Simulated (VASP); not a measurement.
AlN, 4 atoms in the cell. Symmetry: P6_3/mmc, No. 194, hexagonal system. Conventional cell: a = 3.245 Å, b = 3.245 Å, c = 4.102 Å, α = 90.00°, β = 90.00°, γ = 120.00°. Al (site symmetry -6m2) has 5 N at 1.87 to 2.05 Å within 2.5 Å. Within 2.5 Å of N (site symmetry -6m2) lie 5 Al at 1.87 to 2.05 Å. 

| Item | Value |
| --- | --- |
| Program | VASP 6.6.1 |
| Task | single point |
| Functional | PBEsol |
| Dispersion | D3(BJ) |
| Potentials or basis | VASP PAW PBE potentials, release 64 (Al, N) |
| Cutoff | 520 eV |
| k mesh | 6 × 6 × 4 |
| Occupations | fermi-dirac, width 0.02 eV |
| Spin | no spin polarisation |
| Dipole correction | no |
| Further INCAR settings | ALGO = Normal; EDIFF = 1e-06; NBANDS = 16 |

Potentials or basis: VASP PAW PBE potentials, release 64 (Al, N).

Command:

```console
$ cat potpaw_PBE.64/Al/POTCAR potpaw_PBE.64/N/POTCAR > POTCAR
$ mpirun -np 1 vasp_std > vasp.out
```

Hardware: 1 thread of Intel(R) Xeon(R) Platinum 8559C (Emerald Rapids), with other jobs on the host.

**Question.** Estimate the wall time of this run.

**Answer.** It took 9.5 s on 1 thread of Intel(R) Xeon(R) Platinum 8559C (Emerald Rapids), on a shared host, peak memory 0.15 GiB. Counts: scf iterations 13, k points 21.
